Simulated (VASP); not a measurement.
# Ru (Fm-3m) in VASP: notebook, part 2 of 2

VASP 6.6.1.

### Step 3. Single point, PBE (volume 13.091 Å^3 an atom, c/a of the conventional cell 1.0000)

The input, INCAR:

```
SYSTEM = Ru
  ALGO = Fast
  EDIFF = 1E-7
  ENCUT = 520
  GGA = PE
  ISIF = 2
  ISMEAR = 0
  LASPH = .TRUE.
  LCHARG = .TRUE.
  LELF = .TRUE.
  LREAL = .FALSE.
  LVHAR = .TRUE.
  LWAVE = .FALSE.
  NBANDS = 13
  NELM = 60
  PREC = Accurate
  SIGMA = 0.15
```

The input, KPOINTS:

```
k-points
0
G
  22 22 22
  0 0 0
```

The input, POSCAR:

```
Ru
1.0
    0.0000000000      1.8706000534      1.8706000534
    1.8706000534      0.0000000000      1.8706000534
    1.8706000534      1.8706000534      0.0000000000
Ru
1
Direct
    0.0000000000      0.0000000000      0.0000000000
```

Potentials or basis: VASP PAW PBE potentials, release 64 (Ru_pv).

The run is started by

```console
cat potpaw_PBE.64/Ru_pv/POTCAR > POTCAR
mpirun -np 1 vasp_std > vasp.out
```

OUTCAR:

```text
SYSTEM = Ru
   EDIFF = 1E-7
   ENCUT = 520
   GGA = PE
   ISIF = 2
   ISMEAR = 0
   LASPH = .TRUE.
   LREAL = .FALSE.
   NELM = 60
   PREC = Accurate

 ion  position               nearest neighbor table
   1  0.000  0.000  0.000-

  LATTYP: Found a face centered cubic cell.
 ALAT       =     3.7412001068

  Lattice vectors:

 A1 = (   0.0000000000,   1.8706000534,   1.8706000534)
 A2 = (   1.8706000534,   0.0000000000,   1.8706000534)
 A3 = (   1.8706000534,   1.8706000534,   0.0000000000)

Analysis of symmetry for initial positions (statically):
=====================================================================
 Subroutine PRICEL returns:
 Original cell was already a primitive cell.

 Routine SETGRP: Setting up the symmetry group for a
 face centered cubic supercell.

 Subroutine GETGRP returns: Found 48 space group operations
 (whereof 48 operations were pure point group operations)
 out of a pool of 48 trial point group operations.

The static configuration has the point symmetry O_h .

Analysis of symmetry for dynamics (positions and initial velocities):
=====================================================================
 Subroutine PRICEL returns:
 Original cell was already a primitive cell.

 Routine SETGRP: Setting up the symmetry group for a
 face centered cubic supercell.

 Subroutine GETGRP returns: Found 48 space group operations
 (whereof 48 operations were pure point group operations)
 out of a pool of 48 trial point group operations.

The dynamic configuration has the point symmetry O_h .

 Subroutine INISYM returns: Found 48 space group operations
 (whereof 48 operations are pure point group operations),
 and found     1 'primitive' translations

----------------------------------------------------------------------------------------

                                     Primitive cell

  volume of cell :      13.0910

  direct lattice vectors                    reciprocal lattice vectors
     0.000000000  1.870600053  1.870600053    -0.267293909  0.267293909  0.267293909
     1.870600053  0.000000000  1.870600053     0.267293909 -0.267293909  0.267293909
     1.870600053  1.870600053  0.000000000     0.267293909  0.267293909 -0.267293909

  length of vectors
     2.645427965  2.645427965  2.645427965     0.462966631  0.462966631  0.462966631

  position of ions in fractional coordinates (direct lattice)
     0.000000000  0.000000000  0.000000000

  ion indices of the primitive-cell ions
   primitive index   ion index
                 1           1

----------------------------------------------------------------------------------------

 KPOINTS: k-points

Automatic generation of k-mesh.
 Grid dimensions read from file:
 generate k-points for:   22   22   22

 Generating k-lattice:

  Cartesian coordinates                     Fractional coordinates (reciprocal lattice)
    -0.012149723  0.012149723  0.012149723     0.045454545  0.000000000  0.000000000
     0.012149723 -0.012149723  0.012149723     0.000000000  0.045454545  0.000000000
     0.012149723  0.012149723 -0.012149723     0.000000000  0.000000000  0.045454545

  Length of vectors
     0.021043938  0.021043938  0.021043938

  Shift w.r.t. Gamma in fractional coordinates (k-lattice)
     0.000000000  0.000000000  0.000000000

 Subroutine IBZKPT returns following result:
 ===========================================

 Found    328 irreducible k-points:

 Following reciprocal coordinates:
            Coordinates               Weight
  0.000000  0.000000  0.000000      1.000000
  0.045455  0.000000  0.000000      8.000000
  0.090909  0.000000  0.000000      8.000000
  0.136364  0.000000  0.000000      8.000000
  0.181818  0.000000  0.000000      8.000000
  0.227273  0.000000  0.000000      8.000000
[... 16 lines left out ...]
  0.500000  0.045455  0.000000     24.000000
 -0.454545  0.045455  0.000000     24.000000
 [... further k-points ...]
   k-points           NKPTS =    328   k-points in BZ     NKDIM =    328   number of bands    NBANDS=     13
   number of dos      NEDOS =    301   number of ions     NIONS =      1
   total plane-waves  NPLWV =   8000
   dimension x,y,z NGX =    20 NGY =   20 NGZ =   20
   dimension x,y,z NGXF=    40 NGYF=   40 NGZF=   40
   ions per type =               1
   NGX,Y,Z   is equivalent  to a cutoff of  12.57, 12.57, 12.57 a.u.
   NGXF,Y,Z  is equivalent  to a cutoff of  25.14, 25.14, 25.14 a.u.
 SYSTEM =  Ru
   PREC   = accura    normal or accurate (medium, high low for compatibility)
   ISTART =      0    job   : 0-new  1-cont  2-samecut
   ICHARG =      2    charge: 1-file 2-atom 10-const
   ISPIN  =      1    spin polarized calculation?
   LNONCOLLINEAR =      F non collinear calculations
   LSORBIT =      F    spin-orbit coupling
   LASPH  =      T    aspherical Exc in radial PAW
   ENCUT  =  520.0 eV  38.22 Ry    6.18 a.u.   4.92  4.92  4.92*2*pi/ulx,y,z
   NELM   =     60;   NELMIN=  2; NELMDL= -5     # of ELM steps
   EDIFF  = 0.1E-06   stopping-criterion for ELM
   LREAL  =      F    real-space projection
   EDIFFG = 0.1E-05   stopping-criterion for IOM
   NSW    =      0    number of steps for IOM
   IBRION =     -1    ionic relax: 0-MD 1-quasi-New 2-CG
   NFREE  =      0    steps in history (QN), initial steepest desc. (CG)
   ISIF   =      2    stress and relaxation
   ISYM   =      2    0-nonsym 1-usesym 2-fastsym
   POTIM  = 0.5000    time-step for ionic-motion
   TEBEG  =    0.0;   TEEND  =   0.0 temperature during run
   PSTRESS=    0.0 pullay stress
   NELECT =      14.0000    total number of electrons
   NUPDOWN=      -1.0000    fix difference up-down
   EMIN   =  10.00;   EMAX   =-10.00  energy-range for DOS
   EFERMI =   0.00;   METHOD = LEGACY
   ISMEAR =     0;   SIGMA  =   0.15  broadening in eV -4-tet -1-fermi 0-gaus
   EFERMI_NEDOS =   21; number of points for ismear=-14 and -15
   IALGO  =     68    algorithm
   IMIX   =      4    mixing-type and parameters
     AMIX     =   0.40;   BMIX     =  1.00
     AMIX_MAG =   1.60;   BMIX_MAG =  1.00
  volume/ion in A,a.u.               =      13.09        88.34
  Fermi-wavevector in a.u.,A,eV,Ry     =   1.674146  3.163677 38.133914  2.802764
  Thomas-Fermi vector in A             =   2.758992
   LORBIT       =      0    0 simple, 1 ext, 2 COOP (PROOUT), +10 PAW based schemes
   GGA     = PE    functional components
   LHFCALC =     F    Hartree Fock is set to
   AEXX    =    0.0000 exact exchange contribution
   IVDW    =     0    specifies the selected vdW correction
   LEPSILON=     F    determine dielectric tensor
   LRPA    =     F    only Hartree local field effects (RPA)
 non-spin polarized calculation
 RMM-DIIS sequential band-by-band and
 Gauss-broadening in eV      SIGMA  =   0.15
  energy-cutoff  :      520.00
  volume of cell :       13.09
 maximum number of plane-waves:       365
   NGX =  9   NGY =  9   NGZ =  9

 number of electron      14.0000003 magnetization

 Free energy of the ion-electron system (eV)
  ---------------------------------------------------
  ext. energy  EPLUGINS =         0.00000000
  ---------------------------------------------------
  free energy    TOTEN  =        -9.08630558 eV

  energy without entropy =       -9.07651356  energy(sigma->0) =       -9.08140957

 E-fermi :  13.4201     XC(G=0): -14.3465

 val. band max:       13.3928386678   @ k =   0.1364   0.0909   0.0455
 cond. band min:      13.4232315619   @ k =  -0.0909   0.0909   0.0000
 fundamental gap:      0.0303928942
 Fermi energy:        13.4201193956

 k-point     1 :       0.0000    0.0000    0.0000
  band No.  band energies     occupation
      1     -29.0040      2.00000
      2     -29.0040      2.00000
      3     -29.0040      2.00000
      4       5.3115      2.00000
      5      10.7028      2.00000
      6      10.7028      2.00000
      7      10.7028      2.00000
      8      13.2956      1.75951
      9      13.2956      1.75951
     10      23.9214      0.00000
     11      28.4526      0.00000
     12      34.4046      0.00000
     13      34.4046      0.00000
[... 353 lines left out ...]
 k-point    24 :      -0.4545    0.0455    0.0000
  band No.  band energies     occupation
      1     -30.1905      2.00000
      2     -29.1839      2.00000
      3     -29.1650      2.00000
      4       7.1601      2.00000
      5      10.5088      2.00000
      6      10.6357      2.00000
      7      13.7895      0.00050
      8      15.1554      0.00000
      9      15.9319      0.00000
     10      23.9067      0.00000
     11      24.1484      0.00000
     12      28.2933      0.00000
     13      34.7335      0.00000

 [... further k-points ...]

------------------------ aborting loop because EDIFF is reached ----------------------------------------

  FORCE on cell =-STRESS in cart. coord.  units (eV):
  Direction    XX          YY          ZZ          XY          YZ          ZX
  --------------------------------------------------------------------------------------
  -------------------------------------------------------------------------------------
  Total        1.5749625      1.5749625      1.5749625      0.0000000      0.0000000      0.0000000
  in kB      192.7560331    192.7560331    192.7560331      0.0000000      0.0000000      0.0000000
  external PRESSURE =     192.7560331 kB  Pullay stress =       0.0000000 kB

 VOLUME and BASIS-vectors are now :
 -----------------------------------------------------------------------------
  energy-cutoff  :      520.00
  volume of cell :       13.09
      direct lattice vectors                 reciprocal lattice vectors
     0.000000000  1.870600053  1.870600053    -0.267293909  0.267293909  0.267293909
     1.870600053  0.000000000  1.870600053     0.267293909 -0.267293909  0.267293909
     1.870600053  1.870600053  0.000000000     0.267293909  0.267293909 -0.267293909

 POSITION                                       TOTAL-FORCE (eV/Angst)
 -----------------------------------------------------------------------------------
      0.00000      0.00000      0.00000         0.000000     -0.000000     -0.000000
 -----------------------------------------------------------------------------------
    total drift:                                0.000000      0.000000      0.000000

  FREE ENERGIE OF THE ION-ELECTRON SYSTEM (eV)
  ---------------------------------------------------
  free  energy   TOTEN  =        -9.0863055801 eV

  energy  without entropy=       -9.0765135608  energy(sigma->0) =       -9.08140957
```

OSZICAR:

```text
N       E                     dE             d eps       ncg     rms          rms(c)
DAV:   1     0.105724092326E+03    0.10572E+03   -0.83495E+03  8575   0.115E+03
DAV:   2    -0.849742396088E+01   -0.11422E+03   -0.10979E+03  9228   0.325E+02
DAV:   3    -0.972397652296E+01   -0.12266E+01   -0.12232E+01  9588   0.370E+01
DAV:   4    -0.972747711313E+01   -0.35006E-02   -0.35005E-02  9328   0.213E+00
DAV:   5    -0.972749928692E+01   -0.22174E-04   -0.22173E-04  9603   0.154E-01    0.137E+01
RMM:   6    -0.913737705676E+01    0.59012E+00   -0.84921E-01  8704   0.927E+00    0.414E+00
RMM:   7    -0.909019026845E+01    0.47187E-01   -0.10150E-01  8802   0.329E+00    0.917E-01
RMM:   8    -0.908633186794E+01    0.38584E-02   -0.85627E-03  9364   0.107E+00    0.737E-02
RMM:   9    -0.908630338966E+01    0.28478E-04   -0.85126E-04 10037   0.359E-01    0.576E-02
RMM:  10    -0.908631346619E+01   -0.10077E-04   -0.10899E-04  9887   0.141E-01    0.141E-02
RMM:  11    -0.908630441797E+01    0.90482E-05   -0.40929E-05 10204   0.806E-02    0.276E-03
RMM:  12    -0.908630564180E+01   -0.12238E-05   -0.66940E-06 10162   0.358E-02    0.105E-03
RMM:  13    -0.908630532540E+01    0.31641E-06   -0.13958E-06  9565   0.158E-02    0.474E-04
RMM:  14    -0.908630556672E+01   -0.24132E-06   -0.33672E-07  6538   0.786E-03    0.404E-04
RMM:  15    -0.908630558007E+01   -0.13349E-07   -0.71991E-08  4950   0.337E-03
   1 F= -.90863056E+01 E0= -.90814096E+01  d E =-.979202E-02
```

stdout:

```text
POSCAR found type information on POSCAR Ru
 POSCAR found :  1 types and       1 ions
 scaLAPACK will be used
 LDA part: xc-table for (Slater+PW92), standard interpolation
 POSCAR, INCAR and KPOINTS ok, starting setup
 FFT: planning ... GRIDC
 FFT: planning ... GRID_SOFT
 FFT: planning ... GRID
 WAVECAR not read
 entering main loop
```

Wall time 46 s (1 thread of Intel Xeon Platinum 8259CL at 2.50GHz (Skylake/Cascade Lake), shared host); peak memory 0.17 GiB.

What came out:

```
Free energy            : -9.0863 eV
Pressure               : 19.3 GPa
Band gap on the k mesh : zero (band 7 reaches 15.83 eV, above the bottom of band 8 at 12.05 eV)
```
